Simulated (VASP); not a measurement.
Wanted: the native input for a VASP 6.6.1 run.

```
Task                   : single point
Functional             : PBE
Potentials or basis    : VASP PAW PBE potentials, release 64 (Cd, Se)
Cutoff                 : 520 eV
k mesh                 : 6 × 6 × 4
Occupations            : gaussian, width 0.05 eV
Spin                   : no spin polarisation
Dipole correction      : no
Further INCAR settings : ALGO = Normal; EDIFF = 1e-06; NBANDS = 26
```

The structure of CdSe lies in POSCAR:

```
CdSe
1.0
    4.5134249099      0.0000000000      0.0000000000
   -2.2567124550      3.9087406301      0.0000000000
    0.0000000000      0.0000000000      6.6644400000
Cd Se
2 2
Direct
    0.6666666667      0.3333333333      0.0000000000
    0.3333333333      0.6666666667      0.5000000000
    0.6666666667      0.3333333333      0.3750000000
    0.3333333333      0.6666666667      0.8750000000
```

This cell differs from its parent crystal: strain +0.050 along x and y, -0.050 along z.

These files were run (other wordings do the same):

INCAR

```
SYSTEM = CdSe
  ALGO = Normal
  EDIFF = 1E-6
  ENCUT = 520
  GGA = PE
  ISIF = 2
  ISMEAR = 0
  LASPH = .TRUE.
  LCHARG = .FALSE.
  LREAL = .FALSE.
  LWAVE = .FALSE.
  NBANDS = 26
  NELM = 80
  PREC = Accurate
  SIGMA = 0.05
```

KPOINTS

```
k-points
0
G
  6 6 4
  0 0 0
```

Potentials or basis: VASP PAW PBE potentials, release 64 (Cd, Se).

Launch:

```bash
$ cat potpaw_PBE.64/Cd/POTCAR potpaw_PBE.64/Se/POTCAR > POTCAR
$ mpirun -np 1 vasp_std > vasp.out
```

Results of the run:

```
Pressure               : 1.8 GPa
Largest force          : 0.979 eV/Å
Band gap on the k mesh : 0.63 eV, direct
```

Caveat: the cell differs from its parent crystal (strain +0.050 along x and y, -0.050 along z).

Wall time 28 s on 1 thread of Intel(R) Xeon(R) 6975P-C (Granite Rapids) (shared host), peak memory 0.26 GiB.
